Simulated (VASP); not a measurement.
Set up this calculation in VASP 6.6.1, as the native input.

* Task: single point
* Functional: LDA
* Potentials or basis: VASP PAW LDA potentials, release 64 (Re)
* Cutoff: 600 eV
* k mesh: 9 × 9 × 4
* Occupations: gaussian, width 0.1 eV
* Spin: no spin polarisation
* Dipole correction: no
* Further INCAR settings: ALGO = Normal; EDIFF = 1e-06; NBANDS = 14

The structure of Re lies in POSCAR:

```
Re
1.0
    2.7653363785      0.0000000000      0.0000000000
   -1.3826681893      2.3948515538      0.0000000000
    0.0000000000      0.0000000000      4.4735766300
Re
2
Direct
    0.3333333300      0.6666666700      0.2500000000
    0.6666666700      0.3333333300      0.7500000000
```

The input as run:

INCAR

```
  PREC = Accurate
  ENCUT = 600
  EDIFF = 1E-6
  ISMEAR = 0
  SIGMA = 0.1
  LREAL = F
  LASPH = T
  NELM = 120
  ALGO = Normal
  ISIF = 2
  LWAVE = F
  LCHARG = T
  LELF = T
  LVHAR = T
  NBANDS = 14
  GGA_COMPAT = F
```

KPOINTS

```
Automatic mesh
0
Gamma
  9 9 4
```

Potentials or basis: VASP PAW LDA potentials, release 64 (Re).

Launch:

```console
$ cat potpaw_LDA.64/Re/POTCAR > POTCAR
$ mpirun -np 1 vasp_std > vasp.out
```

It gave:

| Quantity | Value |
| --- | --- |
| Pressure | -11.3 GPa |
| Band gap on the k mesh | zero (band 7 reaches 8.91 eV, above the bottom of band 8 at 6.06 eV) |

Caveat: spin-orbit coupling is left out, which moves the levels of the heavy elements.

It took 27 s on 1 thread of AMD EPYC 7R13, on a shared host, peak memory 0.12 GiB.
